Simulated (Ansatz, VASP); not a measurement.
# ZnSe in VASP and in Ansatz

```
CELL_PARAMETERS angstrom
0.00000 2.88938 2.88938
2.88938 0.00000 2.88938
2.88938 2.88938 0.00000
ATOMIC_POSITIONS crystal
Zn 0.00000 0.00000 0.00000
Se 0.75000 0.75000 0.75000
```

Change from the starting cell: volume scaled by 1.06, PAW files.

Alike in both runs: task electric field gradients; functional LDA; k mesh 8 × 8 × 8; occupations fermi-dirac, width 0.03 eV; no spin polarisation.

|  | VASP | Ansatz |
| --- | --- | --- |
| version | VASP 6.6.1 | Ansatz 0.2.0 |
| potentials or method | VASP PAW LDA potentials, release 64 (Zn, Se) | PAW with Ansatz's default frozen-core files, scalar-relativistic |
| plane-wave cutoff (eV) | 520 | 420 |
| valence electrons in the cell | 18 | 28 |

```tsv
	VASP	Ansatz	Ansatz less VASP
pressure (GPa)	-6.0	-6.2	-0.23
```

LDA's correlation is that of Perdew and Zunger in VASP and of Perdew and Wang (1992) in Ansatz. VASP's potentials hold 18 valence electrons a cell and Ansatz's 28, so a difference there can come from the potentials and not from the codes.
